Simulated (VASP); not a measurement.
Cu: single point with PBEsol

Crystal: Cu.

```
CELL_PARAMETERS angstrom
-1.31894 1.31894 1.31894
1.31894 -1.31894 1.31894
1.31894 1.31894 -1.31894
ATOMIC_POSITIONS crystal
Cu 0.00000 0.00000 0.00000
```

This isn't the form of Cu at room conditions, which is fcc.

* Program: VASP 6.6.1
* Task: single point
* Functional: PBEsol
* Potentials or basis: VASP PAW PBE potentials, release 64 (Cu)
* Cutoff: 600 eV
* k mesh: 12 × 12 × 12
* Occupations: fermi-dirac, width 0.1 eV
* Spin: no spin polarisation
* Dipole correction: no
* Further INCAR settings: ALGO = Normal; EDIFF = 1e-06; NBANDS = 12

```
Pressure               : 60.9 GPa
Band gap on the k mesh : zero (an odd number of electrons rules out a gap without spin polarisation)
```

Levels at points of the mesh, in eV from the Fermi level:
```
           k point  band 3  band 4  band 5  band 6  band 7  band 8
(0.00, 0.00, 0.00)   -4.18   -4.18   -2.70   -2.70   27.34   27.34
(0.50, 0.00, 0.00)   -2.75   -2.52   -1.61   -1.44    5.77   19.43
(0.50, 0.50, 0.50)   -1.87   -1.87   -1.87    9.26    9.26    9.26
```

Wall time 6.9 s on 1 thread of Intel(R) Xeon(R) Platinum 8375C CPU @ 2.90GHz (Ice Lake), on a shared host, peak memory 0.12 GiB.

Caveat: the cell stands under pressure; the PAW data sets were made with another functional, which shifts forces and pressure a little.
